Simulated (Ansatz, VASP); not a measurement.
One calculation of CaBe2O3, two programs

INCAR

```
SYSTEM = CaBe2O3
PREC = Accurate
ENCUT = 520
EDIFF = 1E-7
ISMEAR = 0
SIGMA = 0.1
LREAL = .FALSE.
LASPH = .TRUE.
NELM = 80
ALGO = Normal
ISIF = 2
LWAVE = .FALSE.
LCHARG = .FALSE.
GGA = PE
NBANDS = 25
```

File KPOINTS:

```
regular mesh
0
G
  6 6 4
  0 0 0
```

The input POSCAR:

```
CaBe2O3
1.0
    3.3637879100      0.0000000000      0.0000000000
   -1.6818939500      2.9131257800      0.0000000000
    0.0000000000      0.0000000000      6.6167101100
Ca Be O
1 2 3
Direct
    0.6666666700      0.3333333300      0.0000000000
    0.3333333300      0.6666666700      0.2428220100
    0.3333333300      0.6666666700      0.7571779900
    0.6666666700      0.3333333300      0.5000000000
    0.0000000000      0.0000000000      0.0000000000
    0.0000000000      0.0000000000      0.5000000000
```

Input for Ansatz:

```yaml
crystal:
  lattice:
    - [3.36378791, 0.0, 0.0]
    - [-1.68189395, 2.91312578, 0.0]
    - [0.0, 0.0, 6.61671011]
  atoms:
    - { symbol: Ca, position: [0.66666667, 0.33333333, 0.0] }
    - { symbol: Be, position: [0.33333333, 0.66666667, 0.24282201] }
    - { symbol: Be, position: [0.33333333, 0.66666667, 0.75717799] }
    - { symbol: O, position: [0.66666667, 0.33333333, 0.5] }
    - { symbol: O, position: [0.0, 0.0, 0.0] }
    - { symbol: O, position: [0.0, 0.0, 0.5] }
basis:
  ecutwfc: 420
kpoints:
  mp_grid: { grid: [6, 6, 4] }
hamiltonian:
  xc: pbe
scf:
  occupations: { method: gaussian, width: 0.1 }
  lower_state_search: "off"
output:
  forces: true
  stress: true
  eigenvalues: true
```

Change from the starting cell: species swapped into the Ce2Si3Ni type (P-6m2, No. 187).

Alike in both runs: task single point; functional PBE; k mesh 6 × 6 × 4; occupations gaussian, width 0.1 eV; no spin polarisation.

|  | VASP | Ansatz |
| --- | --- | --- |
| version | VASP 6.6.1 | Ansatz 0.2.0 |
| potentials or method | VASP PAW PBE potentials, release 64 (Ca_sv, Be, O), cutoff 520 eV | scalar-relativistic, plane waves, PAW |
| valence electrons in the cell | 32 | 32 |

|  | VASP | Ansatz | Ansatz less VASP |
| --- | --- | --- | --- |
| gap on the k mesh at the Fermi level (eV) | none | none | - |
| rms of the force components (eV/Å) | 1.497 | 1.492 | -0.0049 |

Atom by atom the forces differ by 0.005 eV/Å (rms over components). A gap of «none» marks a metal or a gap that the smearing closes.
